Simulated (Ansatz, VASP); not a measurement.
**Nb in VASP and in Ansatz**

INCAR

```
SYSTEM = Nb
ALGO = Normal
EDIFF = 1E-7
ENCUT = 520
GGA = PE
ISIF = 2
ISMEAR = -1
LASPH = .True.
LCHARG = .False.
LREAL = .False.
LWAVE = .False.
NBANDS = 12
NELM = 80
PREC = Accurate
SIGMA = 0.03
```

File KPOINTS:

```
k-points
0
Gamma
  15 15 15
  0 0 0
```

Contents of POSCAR:

```
Nb
1.0
   -1.6765717990      1.6765717990      1.6389907500
    1.6765717990     -1.6765717990      1.6389907500
    1.6765717990      1.6765717990     -1.6389907500
Nb
1
Direct
    0.0000000000      0.0000000000      0.0000000000
```

Input for Ansatz:

```yaml
crystal:
  lattice:
    - [-1.676571799, 1.676571799, 1.63899075]
    - [1.676571799, -1.676571799, 1.63899075]
    - [1.676571799, 1.676571799, -1.63899075]
  atoms:
    - { symbol: Nb, position: [0.0, 0.0, 0.0] }
kpoints:
  mp_grid: { grid: [15, 15, 15] }
scf:
  occupations: { method: fermi_dirac, width: 0.03 }
hamiltonian:
  xc: pbe
  pseudopotentials: { kind: all_electron, lapw: { basis_error: 0.001 } }
output:
  forces: true
  stress: true
  eigenvalues: true
```

Change from the starting cell: z stretched by -1.5 % at fixed volume.

Alike in both runs: task single point; functional PBE; k mesh 15 × 15 × 15; occupations fermi-dirac, width 0.03 eV; no spin polarisation.

```csv
,VASP,Ansatz
version,VASP 6.6.1,Ansatz 0.2.0
potentials or method,"VASP PAW PBE potentials, release 64 (Nb_sv), cutoff 520 eV","all-electron LAPW, scalar-relativistic"
```

|  | VASP | Ansatz | Ansatz less VASP |
| --- | --- | --- | --- |
| pressure (GPa) | -2.8 | -2.5 | +0.31 |
| traceless stress, the component that is largest in VASP (GPa) | 1.56 | 1.56 | +0.006 |

Ansatz ran all-electron here, and VASP with PAW potentials.
